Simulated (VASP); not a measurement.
# Re2B3 (P-3m1) in VASP: single point with PBE

Aim: the single point of Re2B3 with PBE.

All numbers are computed with VASP 6.6.1; they aren't measurements. Logs are shortened: lines on timing, memory, paths and dates and some standing lists are left out, and cuts for length are marked.

### Step 1. The cell of the first run

It takes space group P-3m1 (No. 164, trigonal). The conventional cell has a = 3.782 Å, b = 3.782 Å, c = 4.304 Å, α = 90.00°, β = 90.00°, γ = 120.00°. Re (site symmetry 3m) has 8 B at 2.14 to 2.39 Å within 2.8 Å. Within 3.2 Å of B (site symmetry -3m) lie 6 Re at 2.39 Å and 6 B at 2.49 Å. Within 2.8 Å of B (site symmetry 3m) lie 5 Re at 2.14 to 2.20 Å and 3 B at 2.49 Å.

### Step 2. Single point, PBE

Input file INCAR:

```
SYSTEM = Re2B3
ALGO = Normal ; EDIFF = 1E-6
ENCUT = 520 ; GGA = PE
ISIF = 2 ; ISMEAR = 0
LASPH = .True. ; LCHARG = .False.
LREAL = .False. ; LWAVE = .False.
NBANDS = 20 ; NELM = 60
PREC = Accurate ; SIGMA = 0.1
```

Input file KPOINTS:

```
k-points
0
Gamma
  12 12 10
  0 0 0
```

Input file POSCAR:

```
Re2B3
1.0
    3.7823699748      0.0000000000      0.0000000000
   -1.8911849874      3.2756284847      0.0000000000
    0.0000000000      0.0000000000      4.3036887684
Re B
2 3
Direct
    0.3333333333      0.6666666667      0.2249623372
    0.6666666667      0.3333333333      0.7750376628
    0.0000000000      0.0000000000      0.0000000000
    0.3333333333      0.6666666667      0.7216305840
    0.6666666667      0.3333333333      0.2783694160
```

Potentials or basis: VASP PAW PBE potentials, release 64 (Re, B).

Command:

```console
$ cat potpaw_PBE.64/Re/POTCAR potpaw_PBE.64/B/POTCAR > POTCAR
$ mpirun -np 1 vasp_std > vasp.out
```

OUTCAR:

```text
SYSTEM = Re2B3
   EDIFF = 1E-6
   ENCUT = 520
   GGA = PE
   ISIF = 2
   ISMEAR = 0
   LASPH = .True.
   LREAL = .False.
   NELM = 60
   PREC = Accurate

 ion  position               nearest neighbor table
   1  0.333  0.667  0.225-   4 2.14   4 2.17   5 2.20   5 2.20   5 2.20   3 2.39   3 2.39   3 2.39
                             2 2.92   2 2.92   2 2.92   2 3.22   2 3.22   2 3.22
   2  0.667  0.333  0.775-   5 2.14   5 2.17   4 2.20   4 2.20   4 2.20   3 2.39   3 2.39   3 2.39
                             1 2.92   1 2.92   1 2.92   1 3.22   1 3.22   1 3.22
   3  0.000  0.000  0.000-   1 2.39   2 2.39   2 2.39   1 2.39   2 2.39   1 2.39
   4  0.333  0.667  0.722-   1 2.14   1 2.17   2 2.20   2 2.20   2 2.20
   5  0.667  0.333  0.278-   2 2.14   2 2.17   1 2.20   1 2.20   1 2.20

  LATTYP: Found a hexagonal cell.
 ALAT       =     3.7823699748
 C/A-ratio  =     1.1378286093

  Lattice vectors:

 A1 = (   3.7823699748,   0.0000000000,   0.0000000000)
 A2 = (  -1.8911849874,   3.2756284847,   0.0000000000)
 A3 = (   0.0000000000,   0.0000000000,   4.3036887684)

Analysis of symmetry for initial positions (statically):
=====================================================================
 Subroutine PRICEL returns:
 Original cell was already a primitive cell.

 Routine SETGRP: Setting up the symmetry group for a
 hexagonal supercell.

 Subroutine GETGRP returns: Found 12 space group operations
 (whereof 12 operations were pure point group operations)
 out of a pool of 24 trial point group operations.

The static configuration has the point symmetry D_3d.

Analysis of symmetry for dynamics (positions and initial velocities):
=====================================================================
 Subroutine PRICEL returns:
 Original cell was already a primitive cell.

 Routine SETGRP: Setting up the symmetry group for a
 hexagonal supercell.

 Subroutine GETGRP returns: Found 12 space group operations
 (whereof 12 operations were pure point group operations)
 out of a pool of 24 trial point group operations.

The dynamic configuration has the point symmetry D_3d.

 Subroutine INISYM returns: Found 12 space group operations
 (whereof 12 operations are pure point group operations),
 and found     1 'primitive' translations

----------------------------------------------------------------------------------------

                                     Primitive cell

  volume of cell :      53.3211

  direct lattice vectors                    reciprocal lattice vectors
     3.782369975  0.000000000  0.000000000     0.264384501  0.152642463  0.000000000
    -1.891184987  3.275628485  0.000000000     0.000000000  0.305284926  0.000000000
     0.000000000  0.000000000  4.303688768     0.000000000  0.000000000  0.232358810

  length of vectors
     3.782369975  3.782369975  4.303688768     0.305284926  0.305284926  0.232358810

  position of ions in fractional coordinates (direct lattice)
     0.333333333  0.666666667  0.224962337
     0.666666667  0.333333333  0.775037663
     0.000000000  0.000000000  0.000000000
     0.333333333  0.666666667  0.721630584
     0.666666667  0.333333333  0.278369416

  ion indices of the primitive-cell ions
   primitive index   ion index
                 1           1
                 2           2
                 3           3
                 4           4
                 5           5

----------------------------------------------------------------------------------------

 KPOINTS: k-points

Automatic generation of k-mesh.
 Grid dimensions read from file:
 generate k-points for:   12   12   10

 Generating k-lattice:

  Cartesian coordinates                     Fractional coordinates (reciprocal lattice)
     0.022032042  0.012720205  0.000000000     0.083333333  0.000000000  0.000000000
     0.000000000  0.025440411  0.000000000     0.000000000  0.083333333  0.000000000
     0.000000000  0.000000000  0.023235881     0.000000000  0.000000000  0.100000000

  Length of vectors
     0.025440411  0.025440411  0.023235881

  Shift w.r.t. Gamma in fractional coordinates (k-lattice)
     0.000000000  0.000000000  0.000000000

 Subroutine IBZKPT returns following result:
 ===========================================

 Found    162 irreducible k-points:

 Following reciprocal coordinates:
            Coordinates               Weight
  0.000000  0.000000  0.000000      1.000000
  0.083333  0.000000  0.000000      6.000000
  0.166667 -0.000000  0.000000      6.000000
  0.250000 -0.000000  0.000000      6.000000
  0.333333 -0.000000  0.000000      6.000000
  0.416667 -0.000000  0.000000      6.000000
[... 16 lines left out ...]
  0.166667 -0.000000  0.100000      6.000000
  0.000000  0.166667  0.100000      6.000000
 [... further k-points ...]
   k-points           NKPTS =    162   k-points in BZ     NKDIM =    162   number of bands    NBANDS=     20
   number of dos      NEDOS =    301   number of ions     NIONS =      5
   total plane-waves  NPLWV =  25088
   dimension x,y,z NGX =    28 NGY =   28 NGZ =   32
   dimension x,y,z NGXF=    56 NGYF=   56 NGZF=   64
   ions per type =               2   3
   NGX,Y,Z   is equivalent  to a cutoff of  12.31, 12.31, 12.36 a.u.
   NGXF,Y,Z  is equivalent  to a cutoff of  24.61, 24.61, 24.72 a.u.
 SYSTEM =  Re2B3
   PREC   = accura    normal or accurate (medium, high low for compatibility)
   ISTART =      0    job   : 0-new  1-cont  2-samecut
   ICHARG =      2    charge: 1-file 2-atom 10-const
   ISPIN  =      1    spin polarized calculation?
   LNONCOLLINEAR =      F non collinear calculations
   LSORBIT =      F    spin-orbit coupling
   LASPH  =      T    aspherical Exc in radial PAW
   ENCUT  =  520.0 eV  38.22 Ry    6.18 a.u.   7.03  7.03  8.00*2*pi/ulx,y,z
   NELM   =     60;   NELMIN=  2; NELMDL= -5     # of ELM steps
   EDIFF  = 0.1E-05   stopping-criterion for ELM
   LREAL  =      F    real-space projection
   EDIFFG = 0.1E-04   stopping-criterion for IOM
   NSW    =      0    number of steps for IOM
   IBRION =     -1    ionic relax: 0-MD 1-quasi-New 2-CG
   NFREE  =      0    steps in history (QN), initial steepest desc. (CG)
   ISIF   =      2    stress and relaxation
   ISYM   =      2    0-nonsym 1-usesym 2-fastsym
   POTIM  = 0.5000    time-step for ionic-motion
   TEBEG  =    0.0;   TEEND  =   0.0 temperature during run
   PSTRESS=    0.0 pullay stress
   NELECT =      23.0000    total number of electrons
   NUPDOWN=      -1.0000    fix difference up-down
   EMIN   =  10.00;   EMAX   =-10.00  energy-range for DOS
   EFERMI =   0.00;   METHOD = LEGACY
   ISMEAR =     0;   SIGMA  =   0.10  broadening in eV -4-tet -1-fermi 0-gaus
   EFERMI_NEDOS =   21; number of points for ismear=-14 and -15
   IALGO  =     38    algorithm
   IMIX   =      4    mixing-type and parameters
     AMIX     =   0.40;   BMIX     =  1.00
     AMIX_MAG =   1.60;   BMIX_MAG =  1.00
  volume/ion in A,a.u.               =      10.66        71.97
  Fermi-wavevector in a.u.,A,eV,Ry     =   1.236947  2.337490 20.817415  1.530037
  Thomas-Fermi vector in A             =   2.371534
   LORBIT       =      0    0 simple, 1 ext, 2 COOP (PROOUT), +10 PAW based schemes
   GGA     = PE    functional components
   LHFCALC =     F    Hartree Fock is set to
   AEXX    =    0.0000 exact exchange contribution
   IVDW    =     0    specifies the selected vdW correction
   LEPSILON=     F    determine dielectric tensor
   LRPA    =     F    only Hartree local field effects (RPA)
 non-spin polarized calculation
 Gauss-broadening in eV      SIGMA  =   0.10
  energy-cutoff  :      520.00
  volume of cell :       53.32
 maximum number of plane-waves:      1452
   NGX = 15   NGY = 15   NGZ = 17

 number of electron      23.0000000 magnetization

 Free energy of the ion-electron system (eV)
  ---------------------------------------------------
  ext. energy  EPLUGINS =         0.00000000
  ---------------------------------------------------
  free energy    TOTEN  =       -42.45552314 eV

  energy without entropy =      -42.44732152  energy(sigma->0) =      -42.45142233

 E-fermi :   7.6061     XC(G=0): -12.6265

 val. band max:        7.6022678314   @ k =   0.0833   0.0000   0.5000
 cond. band min:       7.6148566953   @ k =   0.0000   0.4167   0.4000
 fundamental gap:      0.0125888638
 Fermi energy:         7.6061495678

 k-point     1 :       0.0000    0.0000    0.0000
  band No.  band energies     occupation
      1      -5.7714      2.00000
      2      -2.0213      2.00000
      3       1.2319      2.00000
      4       1.2319      2.00000
      5       2.0897      2.00000
      6       2.8021      2.00000
[... 12 lines left out ...]
     19      12.6255      0.00000
     20      14.5679      0.00000

 k-point     2 :       0.0833    0.0000    0.0000
  band No.  band energies     occupation
      1      -5.6654      2.00000
      2      -1.9555      2.00000
      3       0.8439      2.00000
      4       1.3189      2.00000
      5       2.4064      2.00000
      6       2.6954      2.00000
[... 12 lines left out ...]
     19      12.8771      0.00000
     20      14.5991      0.00000

 k-point     3 :       0.1667   -0.0000    0.0000
  band No.  band energies     occupation
      1      -5.3540      2.00000
      2      -1.7818      2.00000
      3       0.2318      2.00000
      4       1.5661      2.00000
      5       2.3906      2.00000
      6       2.8563      2.00000
[... 12 lines left out ...]
     19      12.8744      0.00000
     20      14.4897      0.00000

 k-point     4 :       0.2500   -0.0000    0.0000
  band No.  band energies     occupation
      1      -4.8580      2.00000
      2      -1.5741      2.00000
      3      -0.3644      2.00000
      4       1.9193      2.00000
      5       2.1814      2.00000
      6       3.0646      2.00000
[... 429 lines left out ...]
 k-point    23 :       0.1667   -0.0000    0.1000
  band No.  band energies     occupation
      1      -5.2691      2.00000
      2      -1.7614      2.00000
      3       0.1725      2.00000
      4       1.4267      2.00000
      5       2.3180      2.00000
      6       2.7260      2.00000
[... 12 lines left out ...]
     19      13.3129      0.00000
     20      14.7148      0.00000

 k-point    24 :       0.0000    0.1667    0.1000
  band No.  band energies     occupation
      1      -5.2721      2.00000
      2      -1.7565      2.00000
      3       0.2244      2.00000
      4       1.5362      2.00000
      5       2.0047      2.00000
      6       2.8330      2.00000
[... 12 lines left out ...]
     19      12.8029      0.00000
     20      14.6255      0.00000

 [... further k-points ...]
[... 5 lines left out ...]
  --------------------------------------------------------------------------------------
  -------------------------------------------------------------------------------------
  Total        0.4308634      0.4308634      0.6050240      0.0000000      0.0000000      0.0000000
  in kB       12.9464487     12.9464487     18.1795735      0.0000000      0.0000000      0.0000000
  external PRESSURE =      14.6908236 kB  Pullay stress =       0.0000000 kB

 VOLUME and BASIS-vectors are now :
 -----------------------------------------------------------------------------
  energy-cutoff  :      520.00
  volume of cell :       53.32
      direct lattice vectors                 reciprocal lattice vectors
     3.782369975  0.000000000  0.000000000     0.264384501  0.152642463  0.000000000
    -1.891184987  3.275628485  0.000000000     0.000000000  0.305284926  0.000000000
     0.000000000  0.000000000  4.303688768     0.000000000  0.000000000  0.232358810

 POSITION                                       TOTAL-FORCE (eV/Angst)
 -----------------------------------------------------------------------------------
     -0.00000      2.18375      0.96817         0.000000      0.000000      0.018892
      1.89118      1.09188      3.33552         0.000000     -0.000000     -0.018892
      0.00000      0.00000      0.00000         0.000000      0.000000      0.000000
     -0.00000      2.18375      3.10567        -0.000000      0.000000     -0.019562
      1.89118      1.09188      1.19802        -0.000000     -0.000000      0.019562
 -----------------------------------------------------------------------------------
    total drift:                                0.000000     -0.000000     -0.000000

  FREE ENERGIE OF THE ION-ELECTRON SYSTEM (eV)
  ---------------------------------------------------
  free  energy   TOTEN  =       -42.4555231386 eV

  energy  without entropy=      -42.4473215158  energy(sigma->0) =      -42.45142233
```

Run time: 97 s. Hardware: 1 thread of Intel Xeon Platinum 8488C (Sapphire Rapids), shared host; peak memory 0.28 GiB.

Results:

```yaml
Free_energy: -42.4555 eV
Pressure: 1.5 GPa
Largest_force: 0.020 eV/Å
```

Forces in eV/Å, atoms in the order of the input:
```
Re   0.000  0.000  0.019
Re   0.000  0.000 -0.019
B    0.000  0.000  0.000
B    0.000  0.000 -0.020
B    0.000  0.000  0.020
```

Caveat: spin-orbit coupling is left out, which moves the levels of the heavy elements.
